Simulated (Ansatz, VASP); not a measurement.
**One calculation of Al3As, two programs**

The input INCAR:

```
PREC = Accurate
ENCUT = 600
EDIFF = 1E-7
ISMEAR = 0
SIGMA = 0.1
LREAL = False
LASPH = True
NELM = 60
ALGO = Fast
ISIF = 3
LWAVE = False
LCHARG = False
GGA = PE
IBRION = 2
NSW = 90
EDIFFG = -0.04
```

KPOINTS

```
Automatic mesh
0
Gamma
  6 6 6
```

Contents of POSCAR:

```
Al3As
1.0
   -1.9493197514      1.9493197514      4.3543246396
    1.9493197514     -1.9493197514      4.3543246396
    1.9493197514      1.9493197514     -4.3543246396
Al As
3 1
Direct
    0.5000000000      0.5000000000      0.0000000000
    0.2500000000      0.7500000000      0.5000000000
    0.7500000000      0.2500000000      0.5000000000
    0.0000000000      0.0000000000      0.0000000000
```

Input for Ansatz:

```yaml
crystal:
  lattice:
    - [-1.9493197514, 1.9493197514, 4.3543246396]
    - [1.9493197514, -1.9493197514, 4.3543246396]
    - [1.9493197514, 1.9493197514, -4.3543246396]
  atoms:
    - { symbol: Al, position: [0.5, 0.5, 0.0] }
    - { symbol: Al, position: [0.25, 0.75, 0.5] }
    - { symbol: Al, position: [0.75, 0.25, 0.5] }
    - { symbol: As, position: [0.0, 0.0, 0.0] }
basis:
  ecutwfc: 420
kpoints:
  mp_grid: { grid: [6, 6, 6] }
hamiltonian:
  xc: pbe
scf:
  occupations: { method: gaussian, width: 0.1 }
  lower_state_search: "off"
output:
  forces: true
  stress: true
  eigenvalues: true
relax:
  adjacent_minimum: "off"
  f_tol: 0.04
  max_steps: 70
  cell: { stress_tol: 0.4 }
```

Alike in both runs: task relaxation of cell and atoms; functional PBE; k mesh 6 × 6 × 6; occupations gaussian, width 0.1 eV; no spin polarisation.

|  | VASP | Ansatz |
| --- | --- | --- |
| version | VASP 6.6.1 | Ansatz 0.2.0 |
| potentials or method | VASP PAW PBE potentials, release 64 (Al, As), cutoff 600 eV | scalar-relativistic, plane waves, PAW |
| valence electrons in the cell | 14 | 24 |

|  | VASP | Ansatz | Ansatz less VASP |
| --- | --- | --- | --- |
| gap on the k mesh at the Fermi level, each at its own relaxed structure (eV) | none | none | - |
| relaxed volume (Å³/atom) | 17.43 | 17.54 | +0.108 |
| relaxed cell length with the largest relative difference (Å) | 5.237 | 5.358 | +0.1209 |

A gap of «none» marks a metal or a gap that the smearing closes. VASP's potentials hold 14 valence electrons a cell and Ansatz's 24, so a difference there can come from the potentials and not from the codes.

The k mesh is coarse, so the values compare programs but aren't converged.
